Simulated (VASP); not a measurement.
Input of a VASP 6.6.1 run:

INCAR

```
  PREC = Accurate
  ENCUT = 500
  EDIFF = 1E-6
  ISMEAR = -1
  SIGMA = 0.2
  LREAL = False
  LASPH = True
  NELM = 120
  ALGO = Normal
  ISIF = 2
  LWAVE = False
  LCHARG = False
  GGA = LIBXC
  LIBXC1 = GGA_X_PBE
  LIBXC2 = GGA_C_LYP
  NBANDS = 15
  GGA_COMPAT = False
```

KPOINTS

```
Automatic mesh
0
Gamma
  11 11 8
```

The input POSCAR:

```
HfB2
1.0
    3.0831548903      0.0000000000      0.0000000000
   -1.5415774451      2.6700906867      0.0000000000
    0.0000000000      0.0000000000      3.4169996873
Hf B
1 2
Direct
    0.0000000000      0.0000000000      0.0000000000
    0.3333333333      0.6666666667      0.5000000000
    0.6666666667      0.3333333333      0.5000000000
```

Potentials or basis: VASP PAW PBE potentials, release 64 (Hf_pv, B).

The run is started by

```bash
$ cat potpaw_PBE.64/Hf_pv/POTCAR potpaw_PBE.64/B/POTCAR > POTCAR
$ mpirun -np 1 vasp_std > vasp.out
```

**Question.** Predict the pressure.

**Answer.** 23.4 GPa.

**Question.** Predict the band gap on the k mesh.

**Answer.** Zero (bands 8 and 9 overlap by 1.17 eV).

Stress tensor (GPa, compression positive):
```
22.38  0.00  0.00
 0.00 22.38  0.00
 0.00  0.00 25.48
```

Caveat: the cell stands under pressure; the PAW data sets were made with another functional, which shifts forces and pressure a little; spin-orbit coupling is left out, which moves the levels of the heavy elements.
